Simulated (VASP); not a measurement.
The system is Mg.

```
Mg
1.0
     3.13250    0.00000    0.00000
    -1.56625    2.71283    0.00000
     0.00000    0.00000    5.08489
Mg
2
Direct
  0.33333 0.66667 0.25000
  0.66667 0.33333 0.75000
```

Base run:

```yaml
Program: VASP 6.6.1
Functional: LDA
Potentials_or_basis: VASP PAW LDA potentials, release 64 (Mg)
Cutoff: 520 eV
k_mesh: 12 × 12 × 6
Occupations: fermi-dirac, width 0.6 eV
Spin: no spin polarisation
```

Its results: band gap on the k mesh zero (band 2 reaches 3.81 eV, above the bottom of band 3 at 1.52 eV); pressure 0.9 GPa.

**Question.** The run is repeated on the same cell with these changes: occupations from fermi-dirac, width 0.6 eV to fermi-dirac, width 0.2 eV. What comes out?

**Answer.** Band gap on the k mesh zero (band 2 reaches 3.81 eV, above the bottom of band 3 at 1.52 eV); pressure -0.2 GPa.
